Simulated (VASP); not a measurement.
Runs of VASP 6.6.1 on HfO2. The structure is that of space group Fm-3m (No. 225), or close to it. The cells are those of the table. 

```csv
level,cell,smearing,gap on the mesh (eV),pressure (GPa)
PBE,"a = 3.609, b = 3.609, c = 3.671 Å, angles 59.4, 59.4, 61.1°, 3 atoms",fermi-dirac 0.02 eV,3.36,(b)
PBE,"a = 3.577, b = 3.577, c = 3.595 Å, angles 59.8, 59.8, 59.7°, 3 atoms",fermi-dirac 0.02 eV,3.82,2.2
r2SCAN,"a = 3.577, b = 3.577, c = 3.595 Å, angles 59.8, 59.8, 59.7°, 3 atoms",gaussian 0.01 eV,4.32,(a)
r2SCAN,"a = 3.609, b = 3.609, c = 3.671 Å, angles 59.4, 59.4, 61.1°, 3 atoms",gaussian 0.01 eV,3.87,-14.2
```

Alike in all rows: task single point; potentials or basis VASP PAW PBE potentials, release 64 (Hf_pv, O); no spin polarisation; k mesh 8 × 8 × 8; cutoff (eV) 520.

Question: Fill in the values left out.

Answer: (a) -3.9; (b) -8.1.

Caveats: spin-orbit coupling is left out, which moves the levels of the heavy elements; the PAW data sets were made with another functional, which shifts forces and pressure a little (some runs).

A k mesh can miss the band edges, and the runs leave out spin-orbit coupling on Hf.
